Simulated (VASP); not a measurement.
W3O: single point with PBE

The system is W3O.

```
CELL_PARAMETERS angstrom
4.88450 0.00000 0.00000
0.00000 4.88450 0.00000
0.00000 0.00000 4.88450
ATOMIC_POSITIONS crystal
W 0.50000 0.75768 0.00000
W 0.00000 0.50768 0.75000
W 0.25000 0.00768 0.50000
W 0.50000 0.25768 0.00000
W 0.00000 0.50768 0.25000
W 0.75000 0.00768 0.50000
O 0.50000 0.50000 0.50000
O 0.00000 0.00000 0.00000
```

This cell differs from its parent crystal: all W atoms moved +0.037 Å, as atom 1 along Cartesian [0 1 0].

```json
{
 "Program": "VASP 6.6.1",
 "Task": "single point",
 "Functional": "PBE",
 "Potentials or basis": "VASP PAW PBE potentials, release 64 (W_sv, O)",
 "Cutoff": "520 eV",
 "k mesh": "8 × 8 × 8",
 "Occupations": "gaussian, width 0.15 eV",
 "Spin": "no spin polarisation"
}
```

```yaml
Pressure: 0.8 GPa
Largest_force: 0.155 eV/Å
Band_gap_on_the_k_mesh: zero (band 48 reaches 10.22 eV, above the bottom of band 49 at 9.35 eV)
```

Forces on the atoms (eV/Å):
```
W    0.000  0.044  0.000
W    0.000  0.056 -0.003
W   -0.003  0.056  0.000
W    0.000  0.044  0.000
W    0.000  0.056  0.003
W    0.003  0.056  0.000
O    0.000 -0.155  0.000
O    0.000 -0.155  0.000
```

Levels at points of the mesh, in eV from the Fermi level:
| k point | band 44 | band 45 | band 46 | band 47 | band 48 | band 49 | band 50 | band 51 | band 52 | band 53 |
| --- | --- | --- | --- | --- | --- | --- | --- | --- | --- | --- |
| (0.00, 0.00, 0.00) | -1.37 | -1.37 | -0.72 | 0.12 | 0.12 | 0.12 | 1.32 | 1.33 | 1.33 | 2.26 |
| (0.50, 0.00, 0.00) | -2.11 | -0.92 | -0.92 | 0.37 | 0.42 | 0.43 | 0.48 | 1.05 | 1.05 | 1.97 |
| (0.00, 0.50, 0.00) | -2.11 | -0.92 | -0.92 | 0.42 | 0.42 | 0.42 | 0.42 | 1.05 | 1.05 | 1.98 |
| (0.50, 0.50, 0.00) | -0.87 | -0.87 | -0.41 | -0.41 | -0.28 | -0.16 | -0.16 | -0.10 | 0.09 | 0.87 |
| (0.50, 0.00, 0.50) | -0.87 | -0.87 | -0.41 | -0.41 | -0.28 | -0.16 | -0.16 | -0.11 | 0.09 | 0.87 |
| (0.50, 0.50, 0.50) | -1.47 | -0.96 | -0.96 | -0.95 | -0.95 | -0.26 | -0.26 | 0.58 | 0.58 | 0.58 |

Wall time 13 min on 1 thread of AMD EPYC 7R13 (shared host), peak memory 0.42 GiB.

Caveat: the cell differs from its parent crystal (all W atoms moved +0.037 Å, as atom 1 along Cartesian [0 1 0]); spin-orbit coupling is left out, which moves the levels of the heavy elements.
